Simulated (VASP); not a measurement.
# LiPb2 (P-3m1) in VASP: further runs

LiPb2 is run at these levels: PBE; tasks: single point, relaxation of cell and atoms.

Everything below comes from runs of VASP 6.6.1. Logs are shortened: lines on timing, memory, paths and dates and some standing lists are left out, and cuts for length are marked.

### Step 1. The cell of the first run

The structure is trigonal, space group P-3m1 (No. 164). The conventional cell has a = 3.022 Å, b = 3.022 Å, c = 7.526 Å, α = 90.00°, β = 90.00°, γ = 120.00°. Li (site symmetry -3m) has 6 Pb at 2.95 Å and 6 Li at 3.02 Å within 3.9 Å. Pb (site symmetry 3m) has 3 Li at 2.95 Å and 9 Pb at 3.02 to 3.27 Å within 3.9 Å.

The cell was built from a structure type or drawn by symmetry, and may not be a known phase.

### Step 2. Single point, PBE

INCAR

```
SYSTEM = LiPb2
  PREC = Accurate
  ENCUT = 520
  EDIFF = 1E-6
  ISMEAR = 0
  SIGMA = 0.1
  LREAL = .FALSE.
  LASPH = .TRUE.
  NELM = 60
  ALGO = Normal
  ISIF = 2
  LWAVE = .FALSE.
  LCHARG = .FALSE.
  GGA = PE
  NBANDS = 22
```

KPOINTS

```
Automatic mesh
0
G
  6 6 2
  0 0 0
```

POSCAR

```
LiPb2
1.0
    3.0219172800      0.0000000000      0.0000000000
   -1.5109586400      2.6170571300      0.0000000000
    0.0000000000      0.0000000000      7.5260470300
Li Pb
1 2
Direct
    0.0000000000      0.0000000000      0.5000000000
    0.3333333300      0.6666666700      0.8165611100
    0.6666666700      0.3333333300      0.1834388900
```

Potentials or basis: VASP PAW PBE potentials, release 64 (Li_sv, Pb_d).

Command:

```bash
$ cat potpaw_PBE.64/Li_sv/POTCAR potpaw_PBE.64/Pb_d/POTCAR > POTCAR
$ mpirun -np 1 vasp_std > vasp.out
```

OUTCAR:

```text
SYSTEM = LiPb2
   PREC = Accurate
   ENCUT = 520
   EDIFF = 1E-6
   ISMEAR = 0
   LREAL = .FALSE.
   LASPH = .TRUE.
   NELM = 60
   ISIF = 2
   GGA = PE

 ion  position               nearest neighbor table
   1  0.000  0.000  0.500-   2 2.95   3 2.95   2 2.95   3 2.95   3 2.95   2 2.95
   2  0.333  0.667  0.817-   1 2.95   1 2.95   1 2.95   3 3.27   3 3.27   3 3.27
   3  0.667  0.333  0.183-   1 2.95   1 2.95   1 2.95   2 3.27   2 3.27   2 3.27

  LATTYP: Found a hexagonal cell.
 ALAT       =     3.0219172800
 C/A-ratio  =     2.4904874398

  Lattice vectors:

 A1 = (   3.0219172800,   0.0000000000,   0.0000000000)
 A2 = (  -1.5109586400,   2.6170571300,   0.0000000000)
 A3 = (   0.0000000000,   0.0000000000,   7.5260470300)

Analysis of symmetry for initial positions (statically):
=====================================================================
 Subroutine PRICEL returns:
 Original cell was already a primitive cell.

 Routine SETGRP: Setting up the symmetry group for a
 hexagonal supercell.

 Subroutine GETGRP returns: Found 12 space group operations
 (whereof 12 operations were pure point group operations)
 out of a pool of 24 trial point group operations.

The static configuration has the point symmetry D_3d.

Analysis of symmetry for dynamics (positions and initial velocities):
=====================================================================
 Subroutine PRICEL returns:
 Original cell was already a primitive cell.

 Routine SETGRP: Setting up the symmetry group for a
 hexagonal supercell.

 Subroutine GETGRP returns: Found 12 space group operations
 (whereof 12 operations were pure point group operations)
 out of a pool of 24 trial point group operations.

The dynamic configuration has the point symmetry D_3d.

 Subroutine INISYM returns: Found 12 space group operations
 (whereof 12 operations are pure point group operations),
 and found     1 'primitive' translations

----------------------------------------------------------------------------------------

                                     Primitive cell

  volume of cell :      59.5200

  direct lattice vectors                    reciprocal lattice vectors
     3.021917280  0.000000000  0.000000000     0.330915742  0.191054293  0.000000000
    -1.510958640  2.617057130  0.000000000     0.000000000  0.382108586  0.000000000
     0.000000000  0.000000000  7.526047030     0.000000000  0.000000000  0.132871878

  length of vectors
     3.021917280  3.021917278  7.526047030     0.382108586  0.382108586  0.132871878

  position of ions in fractional coordinates (direct lattice)
     0.000000000  0.000000000  0.500000000
     0.333333330  0.666666670  0.816561110
     0.666666670  0.333333330  0.183438890

  ion indices of the primitive-cell ions
   primitive index   ion index
                 1           1
                 2           2
                 3           3

----------------------------------------------------------------------------------------

 KPOINTS: Automatic mesh

Automatic generation of k-mesh.
 Grid dimensions read from file:
 generate k-points for:    6    6    2

 Generating k-lattice:

  Cartesian coordinates                     Fractional coordinates (reciprocal lattice)
     0.055152624  0.031842382  0.000000000     0.166666667  0.000000000  0.000000000
     0.000000000  0.063684764  0.000000000     0.000000000  0.166666667  0.000000000
     0.000000000  0.000000000  0.066435939     0.000000000  0.000000000  0.500000000

  Length of vectors
     0.063684764  0.063684764  0.066435939

  Shift w.r.t. Gamma in fractional coordinates (k-lattice)
     0.000000000  0.000000000  0.000000000

 Subroutine IBZKPT returns following result:
 ===========================================

 Found     14 irreducible k-points:

 Following reciprocal coordinates:
            Coordinates               Weight
  0.000000  0.000000  0.000000      1.000000
  0.166667 -0.000000  0.000000      6.000000
  0.333333  0.000000  0.000000      6.000000
  0.500000  0.000000  0.000000      3.000000
  0.166667  0.166667  0.000000      6.000000
  0.333333  0.166667  0.000000     12.000000
  0.333333  0.333333  0.000000      2.000000
  0.000000  0.000000  0.500000      1.000000
  0.166667 -0.000000  0.500000      6.000000
  0.333333  0.000000  0.500000      6.000000
  0.500000  0.000000  0.500000      3.000000
  0.166667  0.166667  0.500000      6.000000
  0.333333  0.166667  0.500000     12.000000
  0.333333  0.333333  0.500000      2.000000
   k-points           NKPTS =     14   k-points in BZ     NKDIM =     14   number of bands    NBANDS=     22
   number of dos      NEDOS =    301   number of ions     NIONS =      3
   total plane-waves  NPLWV =  32256
   dimension x,y,z NGX =    24 NGY =   24 NGZ =   56
   dimension x,y,z NGXF=    48 NGYF=   48 NGZF=  112
   ions per type =               1   2
   NGX,Y,Z   is equivalent  to a cutoff of  13.20, 13.20, 12.37 a.u.
   NGXF,Y,Z  is equivalent  to a cutoff of  26.41, 26.41, 24.74 a.u.
 SYSTEM =  LiPb2
   PREC   = accura    normal or accurate (medium, high low for compatibility)
   ISTART =      0    job   : 0-new  1-cont  2-samecut
   ICHARG =      2    charge: 1-file 2-atom 10-const
   ISPIN  =      1    spin polarized calculation?
   LNONCOLLINEAR =      F non collinear calculations
   LSORBIT =      F    spin-orbit coupling
   LASPH  =      T    aspherical Exc in radial PAW
   ENCUT  =  520.0 eV  38.22 Ry    6.18 a.u.   5.62  5.62 13.99*2*pi/ulx,y,z
   NELM   =     60;   NELMIN=  2; NELMDL= -5     # of ELM steps
   EDIFF  = 0.1E-05   stopping-criterion for ELM
   LREAL  =      F    real-space projection
   EDIFFG = 0.1E-04   stopping-criterion for IOM
   NSW    =      0    number of steps for IOM
   IBRION =     -1    ionic relax: 0-MD 1-quasi-New 2-CG
   NFREE  =      0    steps in history (QN), initial steepest desc. (CG)
   ISIF   =      2    stress and relaxation
   ISYM   =      2    0-nonsym 1-usesym 2-fastsym
   POTIM  = 0.5000    time-step for ionic-motion
   TEBEG  =    0.0;   TEEND  =   0.0 temperature during run
   PSTRESS=    0.0 pullay stress
   NELECT =      31.0000    total number of electrons
   NUPDOWN=      -1.0000    fix difference up-down
   EMIN   =  10.00;   EMAX   =-10.00  energy-range for DOS
   EFERMI =   0.00;   METHOD = LEGACY
   ISMEAR =     0;   SIGMA  =   0.10  broadening in eV -4-tet -1-fermi 0-gaus
   EFERMI_NEDOS =   21; number of points for ismear=-14 and -15
   IALGO  =     38    algorithm
   IMIX   =      4    mixing-type and parameters
     AMIX     =   0.40;   BMIX     =  1.00
     AMIX_MAG =   1.60;   BMIX_MAG =  1.00
  volume/ion in A,a.u.               =      19.84       133.89
  Fermi-wavevector in a.u.,A,eV,Ry     =   1.317168  2.489087 23.605176  1.734931
  Thomas-Fermi vector in A             =   2.447228
   LORBIT       =      0    0 simple, 1 ext, 2 COOP (PROOUT), +10 PAW based schemes
   GGA     = PE    functional components
   LHFCALC =     F    Hartree Fock is set to
   AEXX    =    0.0000 exact exchange contribution
   IVDW    =     0    specifies the selected vdW correction
   LEPSILON=     F    determine dielectric tensor
   LRPA    =     F    only Hartree local field effects (RPA)
 non-spin polarized calculation
 Gauss-broadening in eV      SIGMA  =   0.10
  energy-cutoff  :      520.00
  volume of cell :       59.52
 maximum number of plane-waves:      1624
 NGX is ok and might be reduce to    24
   NGX = 11   NGY = 11   NGZ = 27

 number of electron      30.9999992 magnetization

 Free energy of the ion-electron system (eV)
  ---------------------------------------------------
  ext. energy  EPLUGINS =         0.00000000
  ---------------------------------------------------
  free energy    TOTEN  =        -7.77873041 eV

  energy without entropy =       -7.76534920  energy(sigma->0) =       -7.77203980

 E-fermi :   9.3197     XC(G=0): -10.7580

 val. band max:        9.3186002159   @ k =   0.3333   0.0000   0.0000
 cond. band min:       9.3250364252   @ k =   0.3333   0.0000   0.5000
 fundamental gap:      0.0064362093
 Fermi energy:         9.3197214993

 k-point     1 :       0.0000    0.0000    0.0000
  band No.  band energies     occupation
      1     -37.6253      2.00000
      2      -8.8779      2.00000
      3      -8.8193      2.00000
      4      -8.6841      2.00000
      5      -8.6841      2.00000
      6      -8.6672      2.00000
[... 14 lines left out ...]
     21      19.9057      0.00000
     22      19.9058      0.00000

 k-point     2 :       0.1667   -0.0000    0.0000
  band No.  band energies     occupation
      1     -37.6217      2.00000
      2      -8.8486      2.00000
      3      -8.7771      2.00000
      4      -8.6430      2.00000
      5      -8.5822      2.00000
      6      -8.4903      2.00000
[... 14 lines left out ...]
     21      18.6487      0.00000
     22      18.8358      0.00000

 k-point     3 :       0.3333    0.0000    0.0000
  band No.  band energies     occupation
      1     -37.6143      2.00000
      2      -9.0398      2.00000
      3      -8.9514      2.00000
      4      -8.6104      2.00000
      5      -8.5153      2.00000
      6      -8.2946      2.00000
[... 14 lines left out ...]
     21      16.3089      0.00000
     22      17.9794      0.00000
[... 226 lines left out ...]
 k-point    13 :       0.3333    0.1667    0.5000
  band No.  band energies     occupation
      1     -37.6106      2.00000
      2      -8.8927      2.00000
      3      -8.8037      2.00000
      4      -8.6699      2.00000
      5      -8.5615      2.00000
      6      -8.3879      2.00000
[... 14 lines left out ...]
     21      14.3125      0.00000
     22      16.7736      0.00000

 k-point    14 :       0.3333    0.3333    0.5000
  band No.  band energies     occupation
      1     -37.6088      2.00000
      2      -8.6183      2.00000
      3      -8.5505      2.00000
      4      -8.5505      2.00000
      5      -8.4229      2.00000
      6      -8.4017      2.00000
[... 14 lines left out ...]
     21      13.0855      0.00000
     22      13.9177      0.00000

------------------------ aborting loop because EDIFF is reached ----------------------------------------

  FORCE on cell =-STRESS in cart. coord.  units (eV):
  Direction    XX          YY          ZZ          XY          YZ          ZX
  --------------------------------------------------------------------------------------
  -------------------------------------------------------------------------------------
  Total       11.5146883     11.5146883      5.7084427      0.0000000      0.0000000      0.0000000
  in kB      309.9560120    309.9560114    153.6616622      0.0000000      0.0000000      0.0000000
  external PRESSURE =     257.8578952 kB  Pullay stress =       0.0000000 kB

 VOLUME and BASIS-vectors are now :
 -----------------------------------------------------------------------------
  energy-cutoff  :      520.00
  volume of cell :       59.52
      direct lattice vectors                 reciprocal lattice vectors
     3.021917280  0.000000000  0.000000000     0.330915742  0.191054293  0.000000000
    -1.510958640  2.617057130  0.000000000     0.000000000  0.382108586  0.000000000
     0.000000000  0.000000000  7.526047030     0.000000000  0.000000000  0.132871878

 POSITION                                       TOTAL-FORCE (eV/Angst)
 -----------------------------------------------------------------------------------
      0.00000      0.00000      3.76302        -0.000000      0.000000      0.000000
     -0.00000      1.74470      6.14548         0.000000     -0.000000     -1.195275
      1.51096      0.87235      1.38057        -0.000000      0.000000      1.195275
 -----------------------------------------------------------------------------------
    total drift:                               -0.000000     -0.000000     -0.000000

  FREE ENERGIE OF THE ION-ELECTRON SYSTEM (eV)
  ---------------------------------------------------
  free  energy   TOTEN  =        -7.7787304075 eV

  energy  without entropy=       -7.7653492004  energy(sigma->0) =       -7.77203980
```

It took 17 s on 1 thread of Intel Xeon Platinum 8259CL at 2.50GHz (Skylake/Cascade Lake), shared host; peak memory 0.18 GiB.

Results:

- Free energy: -7.7787 eV
- Largest force: 1.195 eV/Å
- Band gap on the k mesh: zero (an odd number of electrons rules out a gap without spin polarisation)

Forces on the atoms (eV/Å):
```
Li   0.000  0.000  0.000
Pb   0.000  0.000 -1.195
Pb   0.000  0.000  1.195
```

Levels at points of the mesh, in eV from the Fermi level:
```tsv
k point	band 11	band 12	band 13	band 14	band 15	band 16	band 17	band 18	band 19	band 20
(0.00, 0.00, 0.00)	-17.36	-14.11	-11.86	-6.02	-0.36	2.15	9.60	9.60	9.95	10.32
(0.50, 0.00, 0.00)	-17.17	-8.19	-7.34	-5.28	-4.70	-1.62	1.23	3.76	4.54	5.67
(0.00, 0.00, 0.50)	-17.36	-14.08	-11.98	-5.21	-2.56	6.00	7.41	9.54	9.54	9.95
(0.50, 0.00, 0.50)	-17.17	-8.10	-7.40	-5.57	-4.75	0.28	0.38	2.68	3.99	4.26
```

Caveat: the k points lie up to 0.42 Å⁻¹ apart, too coarse for converged energies and pressures of a metal; the cutoff is under 1.25 times the usual one of these potentials, so pressure, stress and relaxed cells hold a basis-set (Pulay) error; spin-orbit coupling is left out, which moves the levels of the heavy elements; forces of over 1 eV/Å act on the atoms, so gaps and moduli don't describe the material at rest.

[end of part 1 of 2]
